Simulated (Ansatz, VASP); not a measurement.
# Two plane-wave programs on TiO2

```xyz
6
Lattice="-1.8921 1.8921 4.7573 1.8921 -1.8921 4.7573 1.8921 1.8921 -4.7573" Properties=species:S:1:pos:R:3 pbc="T T T"
Ti    0.0000    0.0000    0.0000
Ti    0.0000    1.8921    2.3786
O     0.0000    0.0000    1.9800
O     0.0000    1.8921    4.3586
O     0.0000    1.8921    0.3987
O     0.0000    0.0000    7.5346
```

Alike in both runs: task single point; functional PBE; dispersion D3(BJ); k mesh 7 × 7 × 7; no spin polarisation.

|  | VASP | Ansatz |
| --- | --- | --- |
| version | VASP 6.6.1 | Ansatz 0.2.0 |
| potentials or method | VASP PAW PBE potentials, release 64 (Ti_sv, O), cutoff 520 eV | plane waves, PAW |
| occupations | gaussian, width 0.01 eV | fixed |
| valence electrons in the cell | 48 | 48 |

|  | VASP | Ansatz | Ansatz less VASP |
| --- | --- | --- | --- |
| gap on the k mesh at the Fermi level (eV) | 2.10 | 2.12 | +0.024 |
